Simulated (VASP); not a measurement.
# Ir (Fm-3m) in VASP: notebook

The runs below take Ir through single point, with LDA, r2SCAN.

Program: VASP 6.6.1. These are calculated values, not measurements. Logs are shortened: lines on timing, memory, paths and dates and some standing lists are left out, and cuts for length are marked.

**1. The cell of the first run**

Symmetry: Fm-3m, No. 225, cubic system. Conventional cell: a = 3.906 Å, b = 3.906 Å, c = 3.906 Å, α = 90.00°, β = 90.00°, γ = 90.00°. Ir (site symmetry m-3m) has 12 Ir at 2.76 Å within 3.6 Å.

**2. Single point, LDA**

INCAR reads:

```
SYSTEM = Ir
PREC = Accurate ; ENCUT = 520
EDIFF = 1E-6 ; ISMEAR = -1
SIGMA = 0.05 ; LREAL = .FALSE.
LASPH = .TRUE. ; NELM = 100
ALGO = Fast ; ISIF = 2
LWAVE = .FALSE. ; LCHARG = .FALSE.
GGA = CA ; NBANDS = 10
```

KPOINTS reads:

```
regular mesh
0
G
  12 12 12
  0 0 0
```

POSCAR reads:

```
Ir
1.0
    0.0000000000      1.9531703226      1.9531703226
    1.9531703226      0.0000000000      1.9531703226
    1.9531703226      1.9531703226      0.0000000000
Ir
1
Direct
    0.0000000000      0.0000000000      0.0000000000
```

Potentials or basis: VASP PAW LDA potentials, release 64 (Ir).

Command:

```bash
> cat potpaw_LDA.64/Ir/POTCAR > POTCAR
> mpirun -np 1 vasp_std > vasp.out
```

OUTCAR:

```text
SYSTEM = Ir
   PREC = Accurate
   ENCUT = 520
   EDIFF = 1E-6
   ISMEAR = -1
   LREAL = .FALSE.
   LASPH = .TRUE.
   NELM = 100
   ISIF = 2
   GGA = CA

 ion  position               nearest neighbor table
   1  0.000  0.000  0.000-

  LATTYP: Found a face centered cubic cell.
 ALAT       =     3.9063406452

  Lattice vectors:

 A1 = (   0.0000000000,   1.9531703226,   1.9531703226)
 A2 = (   1.9531703226,   0.0000000000,   1.9531703226)
 A3 = (   1.9531703226,   1.9531703226,   0.0000000000)

Analysis of symmetry for initial positions (statically):
[... 5 lines left out ...]
 face centered cubic supercell.

 Subroutine GETGRP returns: Found 48 space group operations
 (whereof 48 operations were pure point group operations)
 out of a pool of 48 trial point group operations.

The static configuration has the point symmetry O_h .

Analysis of symmetry for dynamics (positions and initial velocities):
[... 5 lines left out ...]
 face centered cubic supercell.

 Subroutine GETGRP returns: Found 48 space group operations
 (whereof 48 operations were pure point group operations)
 out of a pool of 48 trial point group operations.

The dynamic configuration has the point symmetry O_h .

 Subroutine INISYM returns: Found 48 space group operations
 (whereof 48 operations are pure point group operations),
 and found     1 'primitive' translations

----------------------------------------------------------------------------------------

                                     Primitive cell

  volume of cell :      14.9022

  direct lattice vectors                    reciprocal lattice vectors
     0.000000000  1.953170323  1.953170323    -0.255994060  0.255994060  0.255994060
     1.953170323  0.000000000  1.953170323     0.255994060 -0.255994060  0.255994060
     1.953170323  1.953170323  0.000000000     0.255994060  0.255994060 -0.255994060

  length of vectors
     2.762199960  2.762199960  2.762199960     0.443394718  0.443394718  0.443394718

  position of ions in fractional coordinates (direct lattice)
     0.000000000  0.000000000  0.000000000

  ion indices of the primitive-cell ions
   primitive index   ion index
                 1           1

----------------------------------------------------------------------------------------

 KPOINTS: regular mesh

Automatic generation of k-mesh.
 Grid dimensions read from file:
 generate k-points for:   12   12   12

 Generating k-lattice:

  Cartesian coordinates                     Fractional coordinates (reciprocal lattice)
    -0.021332838  0.021332838  0.021332838     0.083333333  0.000000000  0.000000000
     0.021332838 -0.021332838  0.021332838     0.000000000  0.083333333  0.000000000
     0.021332838  0.021332838 -0.021332838     0.000000000  0.000000000  0.083333333

  Length of vectors
     0.036949560  0.036949560  0.036949560

  Shift w.r.t. Gamma in fractional coordinates (k-lattice)
     0.000000000  0.000000000  0.000000000

 Subroutine IBZKPT returns following result:
 ===========================================

 Found     72 irreducible k-points:

 Following reciprocal coordinates:
            Coordinates               Weight
  0.000000  0.000000  0.000000      1.000000
  0.083333  0.000000  0.000000      8.000000
  0.166667  0.000000  0.000000      8.000000
  0.250000  0.000000  0.000000      8.000000
  0.333333  0.000000  0.000000      8.000000
  0.416667  0.000000  0.000000      8.000000
[... 16 lines left out ...]
  0.500000  0.166667  0.000000     24.000000
 -0.416667  0.166667  0.000000     24.000000
 [... further k-points ...]
   k-points           NKPTS =     72   k-points in BZ     NKDIM =     72   number of bands    NBANDS=     10
   number of dos      NEDOS =    301   number of ions     NIONS =      1
   total plane-waves  NPLWV =  13824
   dimension x,y,z NGX =    24 NGY =   24 NGZ =   24
   dimension x,y,z NGXF=    48 NGYF=   48 NGZF=   48
   ions per type =               1
   NGX,Y,Z   is equivalent  to a cutoff of  14.44, 14.44, 14.44 a.u.
   NGXF,Y,Z  is equivalent  to a cutoff of  28.89, 28.89, 28.89 a.u.
 SYSTEM =  Ir
   PREC   = accura    normal or accurate (medium, high low for compatibility)
   ISTART =      0    job   : 0-new  1-cont  2-samecut
   ICHARG =      2    charge: 1-file 2-atom 10-const
   ISPIN  =      1    spin polarized calculation?
   LNONCOLLINEAR =      F non collinear calculations
   LSORBIT =      F    spin-orbit coupling
   LASPH  =      T    aspherical Exc in radial PAW
   ENCUT  =  520.0 eV  38.22 Ry    6.18 a.u.   5.14  5.14  5.14*2*pi/ulx,y,z
   NELM   =    100;   NELMIN=  2; NELMDL= -5     # of ELM steps
   EDIFF  = 0.1E-05   stopping-criterion for ELM
   LREAL  =      F    real-space projection
   EDIFFG = 0.1E-04   stopping-criterion for IOM
   NSW    =      0    number of steps for IOM
   IBRION =     -1    ionic relax: 0-MD 1-quasi-New 2-CG
   NFREE  =      0    steps in history (QN), initial steepest desc. (CG)
   ISIF   =      2    stress and relaxation
   ISYM   =      2    0-nonsym 1-usesym 2-fastsym
   POTIM  = 0.5000    time-step for ionic-motion
   TEBEG  =    0.0;   TEEND  =   0.0 temperature during run
   PSTRESS=    0.0 pullay stress
   NELECT =       9.0000    total number of electrons
   NUPDOWN=      -1.0000    fix difference up-down
   EMIN   =  10.00;   EMAX   =-10.00  energy-range for DOS
   EFERMI =   0.00;   METHOD = LEGACY
   ISMEAR =    -1;   SIGMA  =   0.05  broadening in eV -4-tet -1-fermi 0-gaus
   EFERMI_NEDOS =   21; number of points for ismear=-14 and -15
   IALGO  =     68    algorithm
   IMIX   =      4    mixing-type and parameters
     AMIX     =   0.40;   BMIX     =  1.00
     AMIX_MAG =   1.60;   BMIX_MAG =  1.00
  volume/ion in A,a.u.               =      14.90       100.56
  Fermi-wavevector in a.u.,A,eV,Ry     =   1.383796  2.614996 26.053697  1.914893
  Thomas-Fermi vector in A             =   2.508361
   LORBIT       =      0    0 simple, 1 ext, 2 COOP (PROOUT), +10 PAW based schemes
   GGA     = CA    functional components
   LHFCALC =     F    Hartree Fock is set to
   AEXX    =    0.0000 exact exchange contribution
   IVDW    =     0    specifies the selected vdW correction
   LEPSILON=     F    determine dielectric tensor
   LRPA    =     F    only Hartree local field effects (RPA)
 non-spin polarized calculation
 RMM-DIIS sequential band-by-band and
  energy-cutoff  :      520.00
  volume of cell :       14.90
 maximum number of plane-waves:       415
 NGX is ok and might be reduce to    24
   NGX = 11   NGY = 11   NGZ = 11

 number of electron       9.0000001 magnetization

 Free energy of the ion-electron system (eV)
  ---------------------------------------------------
  ext. energy  EPLUGINS =         0.00000000
  ---------------------------------------------------
  free energy    TOTEN  =       -10.26992467 eV

  energy without entropy =      -10.26470583  energy(sigma->0) =      -10.26731525

 E-fermi :   9.4325     XC(G=0): -13.8416

 val. band max:        9.4109924560   @ k =   0.3333   0.0833   0.0000
 cond. band min:       9.4375575851   @ k =  -0.2500   0.0833   0.0000
 fundamental gap:      0.0265651291
 Fermi energy:         9.4324504779

 k-point     1 :       0.0000    0.0000    0.0000
  band No.  band energies     occupation
      1      -1.1408      2.00000
      2       5.7968      2.00000
      3       5.7968      2.00000
      4       5.7968      2.00000
      5       8.3045      2.00000
      6       8.3045      2.00000
      7      23.8594      0.00000
      8      29.0839      0.00000
      9      29.0839      0.00000
     10      29.0839      0.00000

 k-point     2 :       0.0833    0.0000    0.0000
  band No.  band energies     occupation
      1      -0.8502      2.00000
      2       5.6531      2.00000
      3       5.9179      2.00000
      4       5.9179      2.00000
      5       8.2325      2.00000
      6       8.2325      2.00000
      7      24.3417      0.00000
      8      27.6873      0.00000
      9      29.5508      0.00000
     10      29.5508      0.00000

 k-point     3 :       0.1667    0.0000    0.0000
  band No.  band energies     occupation
      1      -0.0487      2.00000
      2       5.3621      2.00000
      3       6.1656      2.00000
      4       6.1656      2.00000
      5       8.1657      2.00000
      6       8.1657      2.00000
      7      25.3101      0.00000
      8      25.5457      0.00000
      9      30.8468      0.00000
     10      30.8468      0.00000

 k-point     4 :       0.2500    0.0000    0.0000
  band No.  band energies     occupation
      1       0.9799      2.00000
      2       5.3324      2.00000
      3       6.2188      2.00000
      4       6.2188      2.00000
      5       8.4761      2.00000
      6       8.4761      2.00000
      7      22.9669      0.00000
      8      25.9599      0.00000
      9      32.4747      0.00000
     10      32.5385      0.00000

 k-point     5 :       0.3333    0.0000    0.0000
  band No.  band energies     occupation
      1       1.6657      2.00000
      2       6.0180      2.00000
      3       6.0180      2.00000
      4       6.1660      2.00000
      5       9.1972      1.98207
      6       9.1972      1.98207
      7      20.2899      0.00000
      8      24.8132      0.00000
      9      31.2959      0.00000
     10      31.2959      0.00000

 k-point     6 :       0.4167    0.0000    0.0000
  band No.  band energies     occupation
      1       1.8318      2.00000
      2       5.8051      2.00000
      3       5.8051      2.00000
      4       7.8033      2.00000
      5       9.9171      0.00012
      6       9.9171      0.00012
      7      17.5541      0.00000
      8      23.7458      0.00000
      9      29.4167      0.00000
     10      29.4167      0.00000

 k-point     7 :       0.5000    0.0000    0.0000
  band No.  band energies     occupation
      1       1.8357      2.00000
      2       5.7215      2.00000
      3       5.7215      2.00000
      4       8.8343      1.99999
      5      10.2201      0.00000
      6      10.2201      0.00000
      7      16.1550      0.00000
      8      23.3843      0.00000
      9      28.7053      0.00000
     10      28.7053      0.00000

 k-point     8 :       0.0833    0.0833    0.0000
  band No.  band energies     occupation
      1      -0.7523      2.00000
      2       5.5154      2.00000
      3       6.0127      2.00000
      4       6.0127      2.00000
      5       7.9821      2.00000
      6       8.4169      2.00000
      7      24.5143      0.00000
      8      28.1057      0.00000
      9      29.1836      0.00000
     10      29.1836      0.00000

 k-point     9 :       0.1667    0.0833    0.0000
  band No.  band energies     occupation
      1      -0.1135      2.00000
      2       5.2056      2.00000
      3       6.2641      2.00000
      4       6.2831      2.00000
      5       7.7072      2.00000
      6       8.5120      2.00000
      7      25.4926      0.00000
      8      26.3634      0.00000
      9      29.5873      0.00000
     10      30.2455      0.00000
[... 118 lines left out ...]
 k-point    19 :       0.1667    0.1667    0.0000
  band No.  band energies     occupation
      1       0.3304      2.00000
      2       4.8156      2.00000
      3       6.6484      2.00000
      4       6.6484      2.00000
      5       7.2050      2.00000
      6       8.7333      2.00000
      7      26.2822      0.00000
      8      27.2105      0.00000
      9      28.8905      0.00000
     10      28.8905      0.00000

 k-point    20 :       0.2500    0.1667    0.0000
  band No.  band energies     occupation
      1       1.1746      2.00000
      2       4.4572      2.00000
      3       6.4518      2.00000
      4       6.9937      2.00000
      5       7.5802      2.00000
      6       9.0136      1.99954
      7      25.5553      0.00000
      8      27.3110      0.00000
      9      28.4368      0.00000
     10      29.2522      0.00000

 k-point    21 :       0.3333    0.1667    0.0000
  band No.  band energies     occupation
      1       2.1048      2.00000
      2       4.4154      2.00000
      3       5.8855      2.00000
      4       7.0181      2.00000
      5       8.8150      1.99999
      6       9.5697      0.12074
      7      22.7160      0.00000
      8      26.6787      0.00000
      9      27.8063      0.00000
     10      29.7932      0.00000

 k-point    22 :       0.4167    0.1667    0.0000
  band No.  band energies     occupation
      1       2.5674      2.00000
      2       4.9686      2.00000
      3       5.5945      2.00000
      4       6.8110      2.00000
      5      10.1470      0.00000
      6      10.5069      0.00000
      7      19.4267      0.00000
      8      25.4896      0.00000
      9      27.1596      0.00000
     10      29.2042      0.00000

 k-point    23 :       0.5000    0.1667    0.0000
  band No.  band energies     occupation
      1       2.6604      2.00000
      2       5.0133      2.00000
      3       6.3321      2.00000
      4       6.5937      2.00000
      5      10.2927      0.00000
      6      12.4476      0.00000
      7      16.5438      0.00000
      8      24.7604      0.00000
      9      27.2032      0.00000
     10      27.6901      0.00000

 k-point    24 :      -0.4167    0.1667    0.0000
  band No.  band energies     occupation
      1       2.7251      2.00000
      2       5.0342      2.00000
      3       6.4920      2.00000
      4       6.6591      2.00000
      5       9.8146      0.00096
      6      13.0099      0.00000
      7      16.2037      0.00000
      8      24.5026      0.00000
      9      26.5512      0.00000
     10      28.3871      0.00000

 [... further k-points ...]
[... 5 lines left out ...]
  --------------------------------------------------------------------------------------
  -------------------------------------------------------------------------------------
  Total       -2.1960919     -2.1960919     -2.1960919      0.0000000     -0.0000000     -0.0000000
  in kB     -236.1080285   -236.1080285   -236.1080285      0.0000000     -0.0000000     -0.0000000
  external PRESSURE =    -236.1080285 kB  Pullay stress =       0.0000000 kB

 VOLUME and BASIS-vectors are now :
 -----------------------------------------------------------------------------
  energy-cutoff  :      520.00
  volume of cell :       14.90
      direct lattice vectors                 reciprocal lattice vectors
     0.000000000  1.953170323  1.953170323    -0.255994060  0.255994060  0.255994060
     1.953170323  0.000000000  1.953170323     0.255994060 -0.255994060  0.255994060
     1.953170323  1.953170323  0.000000000     0.255994060  0.255994060 -0.255994060

 POSITION                                       TOTAL-FORCE (eV/Angst)
 -----------------------------------------------------------------------------------
      0.00000      0.00000      0.00000         0.000000      0.000000      0.000000
 -----------------------------------------------------------------------------------
    total drift:                               -0.000000      0.000000      0.000000

  FREE ENERGIE OF THE ION-ELECTRON SYSTEM (eV)
  ---------------------------------------------------
  free  energy   TOTEN  =       -10.2699246671 eV

  energy  without entropy=      -10.2647058280  energy(sigma->0) =      -10.26731525
```

Wall time 9.2 s (1 thread of Intel Xeon Platinum 8559C (Emerald Rapids), shared host); peak memory 0.13 GiB.

What came out:

```
Free energy : -10.2699 eV
Pressure    : -23.6 GPa
```

Levels at points of the mesh, in eV from the Fermi level:
```
           k point  band 2  band 3  band 4  band 5  band 6  band 7
(0.00, 0.00, 0.00)   -3.64   -3.64   -3.64   -1.13   -1.13   14.43
(0.50, 0.00, 0.00)   -3.71   -3.71   -0.60    0.79    0.79    6.72
(0.50, 0.50, 0.00)   -6.83    0.77    1.31    1.31    1.73    9.79
```

Caveat: spin-orbit coupling is left out, which moves the levels of the heavy elements.

**3. Single point, r2SCAN**

This run uses another cell than the first one, of 13.22 Å³/atom, 0.887 times its volume.

POSCAR reads:

```
Ir
1.0
    0.0000000000      1.8764951499      1.8764951499
    1.8764951499      0.0000000000      1.8764951499
    1.8764951499      1.8764951499      0.0000000000
Ir
1
Direct
    0.0000000000      0.0000000000      0.0000000000
```

INCAR.step1 reads:

```
PREC = Accurate
ENCUT = 520
ISMEAR = -1
SIGMA = 0.05
LREAL = F
LASPH = T
NELM = 100
NBANDS = 10
GGA = PE
ALGO = Normal
EDIFF = 1E-4
LWAVE = T
LCHARG = F
```

INCAR.step2 reads:

```
PREC = Accurate
ENCUT = 520
EDIFF = 1E-6
ISMEAR = -1
SIGMA = 0.05
LREAL = F
LASPH = T
NELM = 100
ALGO = Normal
ISIF = 2
LWAVE = F
LCHARG = F
METAGGA = R2SCAN
LMIXTAU = T
NBANDS = 10
ISTART = 1
```

KPOINTS reads:

```
regular mesh
0
Gamma
  12 12 12
```

Potentials or basis: VASP PAW PBE potentials, release 64 (Ir).

Command:

```bash
> cat potpaw_PBE.64/Ir/POTCAR > POTCAR
> cp INCAR.step1 INCAR
> mpirun -np 1 vasp_std > vasp.out
> cp INCAR.step2 INCAR
> mpirun -np 1 vasp_std > vasp.out
```

It took 22 s on 1 thread of Intel Xeon Platinum 8559C (Emerald Rapids), shared host; peak memory 0.14 GiB.

The run converged. Its results:

| Quantity | Value |
| --- | --- |
| Free energy | -52.2759 eV |
| Pressure | 35.8 GPa |

Levels at points of the mesh, in eV from the Fermi level:
| k point | band 1 | band 2 | band 3 | band 4 | band 5 | band 6 | band 7 | band 8 |
| --- | --- | --- | --- | --- | --- | --- | --- | --- |
| (0.00, 0.00, 0.00) | -12.35 | -4.50 | -4.50 | -4.50 | -1.46 | -1.46 | 14.89 | 21.18 |
| (0.50, 0.00, 0.00) | -9.24 | -4.67 | -4.67 | -0.93 | 1.01 | 1.01 | 8.37 | 14.52 |
| (0.50, 0.50, 0.00) | -9.13 | -8.49 | 0.92 | 1.72 | 1.72 | 1.76 | 12.04 | 12.63 |

Caveat: the PAW data sets were made with another functional, which shifts forces and pressure a little; spin-orbit coupling is left out, which moves the levels of the heavy elements.

**4. Single point, r2SCAN**

This run uses another cell than the first one, of 13.50 Å³/atom, 0.906 times its volume.

POSCAR reads:

```
Ir
1.0
    0.0000000000      1.8897103398      1.8897103398
    1.8897103398      0.0000000000      1.8897103398
    1.8897103398      1.8897103398      0.0000000000
Ir
1
Direct
    0.0000000000      0.0000000000      0.0000000000
```

INCAR.step1 reads:

```
SYSTEM = Ir
PREC = Accurate
ENCUT = 520
ISMEAR = -1
SIGMA = 0.05
LREAL = .False.
LASPH = .True.
NELM = 60
NBANDS = 10
GGA = PE
ALGO = Normal
EDIFF = 1E-4
LWAVE = .True.
LCHARG = .False.
```

INCAR.step2 reads:

```
SYSTEM = Ir
PREC = Accurate
ENCUT = 520
EDIFF = 1E-6
ISMEAR = -1
SIGMA = 0.05
LREAL = .False.
LASPH = .True.
NELM = 60
ALGO = Normal
ISIF = 2
LWAVE = .False.
LCHARG = .False.
METAGGA = R2SCAN
LMIXTAU = .True.
NBANDS = 10
ISTART = 1
```

KPOINTS reads:

```
Automatic mesh
0
Gamma
  12 12 12
  0 0 0
```

Command:

```bash
> cat potpaw_PBE.64/Ir/POTCAR > POTCAR
> cp INCAR.step1 INCAR
> mpirun -np 1 vasp_std > vasp.out
> cp INCAR.step2 INCAR
> mpirun -np 1 vasp_std > vasp.out
```

Run time: 21 s. Hardware: 1 thread of Intel Xeon Platinum 8559C (Emerald Rapids), shared host; peak memory 0.13 GiB.

Results (log left out):

```
Free energy : -52.3288 eV
Pressure    : 24.7 GPa
```

Levels at points of the mesh, in eV from the Fermi level:
```csv
k point,band 1,band 2,band 3,band 4,band 5,band 6,band 7,band 8,band 9
"(0.00, 0.00, 0.00)",-12.11,-4.35,-4.35,-4.35,-1.42,-1.42,14.95,21.11,21.11
"(0.50, 0.00, 0.00)",-8.99,-4.52,-4.52,-0.87,0.98,0.98,8.14,14.58,21.21
"(0.50, 0.50, 0.00)",-8.85,-8.23,0.89,1.66,1.66,1.75,11.72,12.53,12.53
```

Caveat: the PAW data sets were made with another functional, which shifts forces and pressure a little; spin-orbit coupling is left out, which moves the levels of the heavy elements.

(Part 1 of 2 ends here.)
